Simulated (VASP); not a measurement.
Input of a VASP 6.6.1 run:

File POSCAR:

```
SnSe
1.0
    4.2853274191      0.0000000000      0.0000000000
    0.0000000000      4.2853274191      0.0000000000
    0.0000000000      0.0000000000     10.9906921300
Sn Se
2 2
Direct
    0.5000000000      0.0000000000      0.3722291100
    0.0000000000      0.5000000000      0.6277708900
    0.5000000000      0.0000000000      0.6160394900
    0.0000000000      0.5000000000      0.3839605100
```

Contents of INCAR.step1:

```
SYSTEM = SnSe
PREC = Accurate
ENCUT = 520
ISMEAR = 0
SIGMA = 0.05
LREAL = .False.
LASPH = .True.
NELM = 80
NBANDS = 28
GGA = PE
ALGO = Normal
EDIFF = 1E-4
LWAVE = .True.
LCHARG = .False.
```

The input INCAR.step2:

```
SYSTEM = SnSe
PREC = Accurate
ENCUT = 520
EDIFF = 1E-6
ISMEAR = 0
SIGMA = 0.05
LREAL = .False.
LASPH = .True.
NELM = 80
ALGO = Normal
ISIF = 2
LWAVE = .False.
LCHARG = .False.
METAGGA = R2SCAN
LMIXTAU = .True.
NBANDS = 28
ISTART = 1
```

Contents of KPOINTS:

```
Automatic mesh
0
Gamma
  6 6 4
  0 0 0
```

Potentials or basis: VASP PAW PBE potentials, release 64 (Sn_d, Se).

Run with:

```bash
$ cat potpaw_PBE.64/Sn_d/POTCAR potpaw_PBE.64/Se/POTCAR > POTCAR
$ cp INCAR.step1 INCAR
$ mpirun -np 1 vasp_std > vasp.out
$ cp INCAR.step2 INCAR
$ mpirun -np 1 vasp_std > vasp.out
```

Estimate the largest force.

0.016 eV/Å.

What does it give for the band gap on the k mesh?

1.77 eV.

Forces on the atoms (eV/Å):
```
Sn   0.000  0.000 -0.016
Sn   0.000  0.000  0.016
Se   0.000  0.000  0.000
Se   0.000  0.000  0.000
```

Caveat: there is no dipole correction, which matters where the two faces differ; the PAW data sets were made with another functional, which shifts forces and pressure a little; spin-orbit coupling is left out, which moves the levels of the heavy elements.
